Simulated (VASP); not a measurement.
Gd: single point with PBE+D3(BJ)

Gd:

```
CELL_PARAMETERS angstrom
-1.97270 1.97270 1.97270
1.97270 -1.97270 1.97270
1.97270 1.97270 -1.97270
ATOMIC_POSITIONS crystal
Gd 0.00000 0.00000 0.00000
```

This isn't the form of Gd at room conditions, which is hcp.

```
Program             : VASP 6.6.1
Task                : single point
Functional          : PBE
Dispersion          : D3(BJ)
Potentials or basis : VASP PAW PBE potentials, release 64 (Gd)
Cutoff              : 520 eV
k mesh              : 15 × 15 × 15
Occupations         : fermi-dirac, width 0.08 eV
Spin                : collinear spin, ferromagnetic start
Starting moments    : [7.0] μB
```

```
Pressure                                              : 0.5 GPa
Net moment                                            : 7.60 μB per cell
Site moments                                          : Gd +7.00 μB
Valence electrons inside the program's atomic spheres : Gd 15.24
Dispersion energy per atom                            : -0.478 eV
```

Levels at points of the mesh, in eV from the Fermi level:
Spin up:
```
           k point  band 9  band 10  band 11  band 12  band 13  band 14  band 15  band 16  band 17  band 18
(0.00, 0.00, 0.00)   -4.65    -4.65    -4.65    -4.62     1.35     1.35     1.35     3.77     3.77    10.77
```
Spin down:
```tsv
k point	band 3	band 4	band 5	band 6	band 7	band 8
(0.00, 0.00, 0.00)	-19.71	-19.71	-4.27	0.46	0.46	0.46
```

It took 8.2 min on 1 thread of Oxide Virtual Turin-like Processor, on a shared host, peak memory 0.24 GiB.

Caveat: spin-orbit coupling is left out, which moves the levels of the heavy elements; semilocal functionals describe open f shells poorly, which spoils levels, moments and volumes. The state reached can hang on the start; a lower one may exist.
